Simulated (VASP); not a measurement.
Wanted: the native input for a VASP 6.6.1 run.

| Item | Value |
| --- | --- |
| Task | single point |
| Functional | PBEsol |
| Potentials or basis | VASP PAW PBE potentials, release 64 (Mg, Au) |
| Cutoff | 520 eV |
| k mesh | 6 × 6 × 6 |
| Occupations | fermi-dirac, width 0.1 eV |
| Spin | no spin polarisation |
| Dipole correction | no |
| Further INCAR settings | ALGO = Normal; EDIFF = 1e-06; NBANDS = 26 |

The structure of MgAu3 lies in POSCAR:

```
MgAu3
1.0
    4.0744720300      0.0000000000      0.0000000000
    0.0000000000      4.0744720300      0.0000000000
    0.0000000000      0.0000000000      4.0744720300
Mg Au
1 3
Direct
    0.0000000000      0.0000000000      0.0000000000
    0.5000000000      0.5000000000      0.0000000000
    0.5000000000      0.0000000000      0.5000000000
    0.0000000000      0.5000000000      0.5000000000
```

The input as run:

INCAR

```
  PREC = Accurate
  ENCUT = 520
  EDIFF = 1E-6
  ISMEAR = -1
  SIGMA = 0.1
  LREAL = False
  LASPH = True
  NELM = 80
  ALGO = Normal
  ISIF = 2
  LWAVE = False
  LCHARG = False
  GGA = PS
  NBANDS = 26
```

KPOINTS

```
Automatic mesh
0
Gamma
  6 6 6
```

Potentials or basis: VASP PAW PBE potentials, release 64 (Mg, Au).

Launch:

```sh
$ cat potpaw_PBE.64/Mg/POTCAR potpaw_PBE.64/Au/POTCAR > POTCAR
$ mpirun -np 1 vasp_std > vasp.out
```

It gave:

```yaml
Pressure: -0.1 GPa
```

Caveat: the PAW data sets were made with another functional, which shifts forces and pressure a little.

It took 26 s on 1 thread of Intel(R) Xeon(R) Platinum 8375C CPU @ 2.90GHz (Ice Lake), on a shared host, peak memory 0.18 GiB.
